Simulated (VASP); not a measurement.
# CaO (P6_3/mmc) in VASP: further runs, part 2 of 2

VASP 6.6.1. The steps go on from the part before.

### 4 Single point, PBE (strain +0.030 along x and y, -0.015 along z)

Input file INCAR:

```
SYSTEM = CaO
  ALGO = Normal
  EDIFF = 1E-6
  ENCUT = 520
  GGA = PE
  ISIF = 2
  ISMEAR = 0
  LASPH = .True.
  LCHARG = .False.
  LREAL = .False.
  LWAVE = .False.
  NBANDS = 24
  NELM = 60
  PREC = Accurate
  SIGMA = 0.05
```

Input file KPOINTS:

```
k-points
0
Gamma
  9 9 6
  0 0 0
```

Input file POSCAR:

```
CaO
1.0
    4.1117350992      0.0000000000      0.0000000000
   -2.0558675496      3.5608670496      0.0000000000
    0.0000000000      0.0000000000      4.7130674098
Ca O
2 2
Direct
    0.3333333333      0.6666666667      0.7500000000
    0.6666666667      0.3333333333      0.2500000000
    0.3333333333      0.6666666667      0.2500000000
    0.6666666667      0.3333333333      0.7500000000
```

Potentials or basis: VASP PAW PBE potentials, release 64 (Ca_sv, O).

Command:

```console
cat potpaw_PBE.64/Ca_sv/POTCAR potpaw_PBE.64/O/POTCAR > POTCAR
mpirun -np 1 vasp_std > vasp.out
```

OUTCAR:

```text
SYSTEM = CaO
   EDIFF = 1E-6
   ENCUT = 520
   GGA = PE
   ISIF = 2
   ISMEAR = 0
   LASPH = .True.
   LREAL = .False.
   NELM = 60
   PREC = Accurate

 ion  position               nearest neighbor table
   1  0.333  0.667  0.750-   3 2.36   3 2.36   4 2.37   4 2.37   4 2.37
   2  0.667  0.333  0.250-   4 2.36   4 2.36   3 2.37   3 2.37   3 2.37
   3  0.333  0.667  0.250-   1 2.36   1 2.36   2 2.37   2 2.37   2 2.37
   4  0.667  0.333  0.750-   2 2.36   2 2.36   1 2.37   1 2.37   1 2.37

  LATTYP: Found a hexagonal cell.
 ALAT       =     4.1117350992
 C/A-ratio  =     1.1462478239

  Lattice vectors:

 A1 = (   4.1117350992,   0.0000000000,   0.0000000000)
 A2 = (  -2.0558675496,   3.5608670496,   0.0000000000)
 A3 = (   0.0000000000,   0.0000000000,   4.7130674098)

Analysis of symmetry for initial positions (statically):
=====================================================================
 Subroutine PRICEL returns:
 Original cell was already a primitive cell.

[... 168 lines left out ...]
 Free energy of the ion-electron system (eV)
  ---------------------------------------------------
  ext. energy  EPLUGINS =         0.00000000
  ---------------------------------------------------
  free energy    TOTEN  =       -25.30844299 eV

  energy without entropy =      -25.30844299  energy(sigma->0) =      -25.30844299

 E-fermi :   1.4083     XC(G=0):  -9.1851

 val. band max:        1.2043288203   @ k =   0.0000   0.0000   0.0000
 cond. band min:       4.0819667400   @ k =   0.0000   0.0000   0.0000
 fundamental gap:      2.8776379197
 Fermi energy:         1.4082818843

 k-point     1 :       0.0000    0.0000    0.0000
  band No.  band energies     occupation
      1     -36.6885      2.00000
      2     -36.5702      2.00000
      3     -17.9613      2.00000
      4     -17.7982      2.00000
      5     -17.7982      2.00000
      6     -17.6041      2.00000
[... 637 lines left out ...]
     23       9.2140      0.00000
     24      10.0107      0.00000

 [... further k-points ...]
[... 5 lines left out ...]
  --------------------------------------------------------------------------------------
  -------------------------------------------------------------------------------------
  Total       -1.4164593     -1.4164593      0.8084786      0.0000000      0.0000000      0.0000000
  in kB      -32.8874464    -32.8874464     18.7713085      0.0000000      0.0000000      0.0000000
  external PRESSURE =     -15.6678614 kB  Pullay stress =       0.0000000 kB

 VOLUME and BASIS-vectors are now :
 -----------------------------------------------------------------------------
  energy-cutoff  :      520.00
  volume of cell :       69.01
      direct lattice vectors                 reciprocal lattice vectors
     4.111735099  0.000000000  0.000000000     0.243206329  0.140415240  0.000000000
    -2.055867550  3.560867050  0.000000000     0.000000000  0.280830479  0.000000000
     0.000000000  0.000000000  4.713067410     0.000000000  0.000000000  0.212176044

 POSITION                                       TOTAL-FORCE (eV/Angst)
 -----------------------------------------------------------------------------------
     -0.00000      2.37391      3.53480        -0.000000      0.000000      0.000000
      2.05587      1.18696      1.17827         0.000000     -0.000000      0.000000
     -0.00000      2.37391      1.17827        -0.000000     -0.000000     -0.000000
      2.05587      1.18696      3.53480        -0.000000      0.000000     -0.000000
 -----------------------------------------------------------------------------------
    total drift:                               -0.000000      0.000000     -0.000000

  FREE ENERGIE OF THE ION-ELECTRON SYSTEM (eV)
  ---------------------------------------------------
  free  energy   TOTEN  =       -25.3084429907 eV

  energy  without entropy=      -25.3084429907  energy(sigma->0) =      -25.30844299
```

OSZICAR:

```text
N       E                     dE             d eps       ncg     rms          rms(c)
DAV:   1     0.322521144260E+03    0.32252E+03   -0.16378E+04  2312   0.133E+03
DAV:   2    -0.332485213241E+01   -0.32585E+03   -0.30674E+03  2736   0.385E+02
DAV:   3    -0.292271483796E+02   -0.25902E+02   -0.25731E+02  3760   0.104E+02
DAV:   4    -0.301222586272E+02   -0.89511E+00   -0.89381E+00  3304   0.173E+01
DAV:   5    -0.301493368301E+02   -0.27078E-01   -0.27077E-01  3360   0.206E+00    0.131E+01
DAV:   6    -0.254812409902E+02    0.46681E+01   -0.22842E+01  3296   0.299E+01    0.563E+00
DAV:   7    -0.253660486383E+02    0.11519E+00   -0.25597E+00  3120   0.103E+01    0.281E+00
DAV:   8    -0.253095954156E+02    0.56453E-01   -0.32150E-01  2968   0.439E+00    0.793E-01
DAV:   9    -0.253040629490E+02    0.55325E-02   -0.71389E-02  3144   0.158E+00    0.229E-01
DAV:  10    -0.253085681328E+02   -0.45052E-02   -0.88627E-03  2624   0.597E-01    0.124E-01
DAV:  11    -0.253085934696E+02   -0.25337E-04   -0.50458E-03  2944   0.361E-01    0.986E-02
DAV:  12    -0.253084395044E+02    0.15397E-03   -0.97646E-04  2792   0.211E-01    0.798E-03
DAV:  13    -0.253084421061E+02   -0.26017E-05   -0.40628E-05  3232   0.475E-02    0.491E-03
DAV:  14    -0.253084431878E+02   -0.10818E-05   -0.42531E-06  2640   0.121E-02    0.205E-03
DAV:  15    -0.253084429907E+02    0.19716E-06   -0.59706E-07  2120   0.478E-03
   1 F= -.25308443E+02 E0= -.25308443E+02  d E =-.345251E-11
```

stdout:

```text
POSCAR found type information on POSCAR CaO
 POSCAR found :  2 types and       4 ions
 scaLAPACK will be used
 LDA part: xc-table for (Slater+PW92), standard interpolation
 POSCAR, INCAR and KPOINTS ok, starting setup
 FFT: planning ... GRIDC
 FFT: planning ... GRID_SOFT
 FFT: planning ... GRID
 WAVECAR not read
 entering main loop
```

Wall time 66 s (1 thread of Intel Xeon 6975P-C, shared host); peak memory 0.22 GiB.

Results:

| Quantity | Value |
| --- | --- |
| Free energy | -25.3084 eV |
| Pressure | -1.6 GPa |
| Band gap on the k mesh | 2.88 eV, direct |

Stress tensor (GPa, compression positive):
```
-3.29  0.00  0.00
 0.00 -3.29  0.00
 0.00  0.00  1.88
```

Caveat: the cell differs from its parent crystal (strain +0.030 along x and y, -0.015 along z).

### 5 Single point, PBE (strain +0.015 along x and y, +0.015 along z)

Input file INCAR:

```
SYSTEM = CaO
ALGO     = Normal         ! electronic algorithm
EDIFF    = 1E-7           ! SCF threshold, eV
ENCUT    = 520            ! plane-wave cutoff, eV
GGA      = PE             ! functional
ISIF     = 2              ! what is computed and relaxed
ISMEAR   = 0              ! smearing method
LASPH    = .True.         ! aspherical terms in the spheres
LCHARG   = .True.         ! write CHGCAR
LELF     = .True.         ! ELF
LREAL    = .False.        ! projectors in reciprocal space
LVHAR    = .True.       
LWAVE    = .False.        ! write WAVECAR
NBANDS   = 24             ! bands
NELM     = 100            ! most SCF steps
PREC     = Accurate       ! precision mode
SIGMA    = 0.05           ! smearing width, eV
```

KPOINTS is that of step 4.

Input file POSCAR:

```
CaO
1.0
    4.0518554619      0.0000000000      0.0000000000
   -2.0259277309      3.5090097624      0.0000000000
    0.0000000000      0.0000000000      4.8566126101
Ca O
2 2
Direct
    0.3333333333      0.6666666667      0.7500000000
    0.6666666667      0.3333333333      0.2500000000
    0.3333333333      0.6666666667      0.2500000000
    0.6666666667      0.3333333333      0.7500000000
```

Command:

```console
cat potpaw_PBE.64/Ca_sv/POTCAR potpaw_PBE.64/O/POTCAR > POTCAR
mpirun -np 1 vasp_std > vasp.out
```

Wall time 80 s (1 thread of Intel Xeon 6975P-C, shared host); peak memory 0.22 GiB.

It converged, with:

| Quantity | Value |
| --- | --- |
| Free energy | -25.3393 eV |
| Pressure | -2.3 GPa |
| Band gap on the k mesh | 3.00 eV, direct |

Stress tensor (GPa, compression positive):
```
-2.24  0.00  0.00
 0.00 -2.24  0.00
 0.00  0.00 -2.33
```

Levels at points of the mesh, in eV from the valence-band top:
```csv
k point,band 13,band 14,band 15,band 16,band 17,band 18,band 19,band 20
"(0.00, 0.00, 0.00)",-1.11,-1.07,-1.07,0.00,3.00,6.02,6.02,7.45
"(0.00, 0.00, 0.50)",-1.21,-1.21,-1.21,-1.21,4.80,4.80,7.55,7.55
```

Caveat: the cell differs from its parent crystal (strain +0.015 along x and y, +0.015 along z). A k mesh can miss the band edges.

### 6 Summary

```tsv
cell	gap on the mesh (eV)	pressure (GPa)
a = 4.112, b = 4.112, c = 4.641 Å, angles 90.0, 90.0, 120.0°, 4 atoms	2.86	0.1
a = 4.052, b = 4.052, c = 4.785 Å, angles 90.0, 90.0, 120.0°, 4 atoms	3.02	-1.0
a = 4.112, b = 4.112, c = 4.713 Å, angles 90.0, 90.0, 120.0°, 4 atoms	2.88	-1.6
a = 4.052, b = 4.052, c = 4.857 Å, angles 90.0, 90.0, 120.0°, 4 atoms	3.00	-2.3
```

Alike in all rows: task single point; level PBE; potentials or basis VASP PAW PBE potentials, release 64 (Ca_sv, O); no spin polarisation; k mesh 9 × 9 × 6; cutoff (eV) 520; smearing gaussian 0.05 eV.

Total energies depend on the potentials used, so only differences within one code and one set of settings carry meaning.
